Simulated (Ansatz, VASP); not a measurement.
**One calculation of CdTe, two programs**

POSCAR

```
CdTe
1.0
    0.0000000000      2.9048586745      2.9048586745
    2.9048586745      0.0000000000      2.9048586745
    2.9048586745      2.9048586745      0.0000000000
Cd Te
1 1
Direct
    0.0000000000      0.0000000000      0.0000000000
    0.5000000000      0.5000000000      0.5000000000
```

File INCAR.step1:

```
SYSTEM = CdTe
  ALGO = Normal
  EDIFF = 1E-4
  ENCUT = 520
  GGA = PE
  ISMEAR = -1
  LASPH = .True.
  LCHARG = .False.
  LREAL = .False.
  LWAVE = .True.
  NBANDS = 16
  NELM = 100
  PREC = Accurate
  SIGMA = 0.05
```

File INCAR.step2:

```
SYSTEM = CdTe
  ALGO = Normal
  EDIFF = 1E-8
  ENCUT = 520
  ISIF = 2
  ISMEAR = -1
  ISTART = 1
  LASPH = .True.
  LCHARG = .False.
  LEFG = .True.
  LMIXTAU = .True.
  LREAL = .False.
  LWAVE = .False.
  METAGGA = R2SCAN
  NBANDS = 16
  NELM = 100
  PREC = Accurate
  SIGMA = 0.05
```

File KPOINTS:

```
k-points
0
Gamma
  10 10 10
  0 0 0
```

Input for Ansatz:

```yaml
crystal:
  lattice:
    - [0.0, 2.9048586745, 2.9048586745]
    - [2.9048586745, 0.0, 2.9048586745]
    - [2.9048586745, 2.9048586745, 0.0]
  atoms:
    - { symbol: Cd, position: [0.0, 0.0, 0.0] }
    - { symbol: Te, position: [0.5, 0.5, 0.5] }
kpoints:
  mp_grid: { grid: [10, 10, 10] }
  band_path:
    path:
      - [0.0, 0.0, 0.0]
      - [0.5, 0.0, 0.5]
      - [0.625, 0.25, 0.625]
      - [0.375, 0.375, 0.75]
      - [0.0, 0.0, 0.0]
      - [0.5, 0.5, 0.5]
      - [0.5, 0.25, 0.75]
      - [0.5, 0.0, 0.5]
    npoints: 6
scf:
  occupations: { method: fermi_dirac, width: 0.05 }
hamiltonian:
  xc: r2scan
  pseudopotentials: { kind: paw }
output:
  forces: true
  stress: true
  eigenvalues: true
  efg: { contact_densities: true }
  populations: true
```

Change from the starting cell: volume scaled by 0.85, PAW files.

Alike in both runs: task electric field gradients; functional r2SCAN; k mesh 10 × 10 × 10; occupations fermi-dirac, width 0.05 eV; no spin polarisation.

```csv
,VASP,Ansatz
version,VASP 6.6.1,Ansatz 0.2.0
potentials or method,"VASP PAW PBE potentials, release 64 (Cd, Te)","PAW with Ansatz's default frozen-core files, scalar-relativistic"
plane-wave cutoff (eV),520,500
valence electrons in the cell,18,36
```

Ansatz gave:

```
pressure (GPa) : 10.2
```

Problem. Estimate VASP's values.

Solution. Pressure (GPa): 10.6.

VASP's potentials were made for PBE, not for r2SCAN. VASP's potentials hold 18 valence electrons a cell and Ansatz's 36, so a difference there can come from the potentials and not from the codes.

Spin-orbit coupling is off throughout.
